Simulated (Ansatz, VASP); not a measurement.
**Two plane-wave programs on HfN**

Contents of INCAR:

```
PREC = Accurate
ENCUT = 600
EDIFF = 1E-7
ISMEAR = -1
SIGMA = 0.1
LREAL = False
LASPH = True
NELM = 60
ALGO = Normal
ISIF = 3
LWAVE = False
LCHARG = False
GGA = PE
IVDW = 12
IBRION = 2
NSW = 80
EDIFFG = -0.01
```

KPOINTS

```
Automatic mesh
0
Gamma
  11 11 11
```

File POSCAR:

```
HfN
1.0
    0.0000000000      2.2560000000      2.2560000000
    2.2560000000      0.0000000000      2.2560000000
    2.2560000000      2.2560000000      0.0000000000
Hf N
1 1
Direct
    0.0000000000      0.0000000000      0.0000000000
    0.5000000000      0.5000000000      0.5000000000
```

Input for Ansatz:

```yaml
crystal:
  lattice:
    - [0.0, 2.256, 2.256]
    - [2.256, 0.0, 2.256]
    - [2.256, 2.256, 0.0]
  atoms:
    - { symbol: Hf, position: [0.0, 0.0, 0.0] }
    - { symbol: "N", position: [0.5, 0.5, 0.5] }
kpoints:
  mp_grid:
    grid: [11, 11, 11]
hamiltonian:
  xc: pbe
  dispersion: d3bj
scf:
  occupations:
    method: fermi_dirac
relax:
  f_tol: 0.01
  cell: {}
```

Alike in both runs: task relaxation of cell and atoms; functional PBE; dispersion D3(BJ); k mesh 11 × 11 × 11; no spin polarisation.

|  | VASP | Ansatz |
| --- | --- | --- |
| version | VASP 6.6.1 | Ansatz 0.2.0 |
| potentials or method | VASP PAW PBE potentials, release 64 (Hf_pv, N) | plane waves, PAW |
| plane-wave cutoff (eV) | 600 | 420 |
| occupations | fermi-dirac, width 0.1 eV | fermi-dirac |
| valence electrons in the cell | 15 | 31 |

Ansatz gave:

| Item | Value |
| --- | --- |
| relaxed volume (Å³/atom) | 11.52 |
| relaxed cell length with the largest relative difference (Å) | 3.194 |

Estimate VASP's values.

relaxed volume (Å³/atom): 11.42; relaxed cell length with the largest relative difference (Å): 3.185.

VASP's potentials hold 15 valence electrons a cell and Ansatz's 31, so a difference there can come from the potentials and not from the codes.

Neither program's run includes spin-orbit coupling.
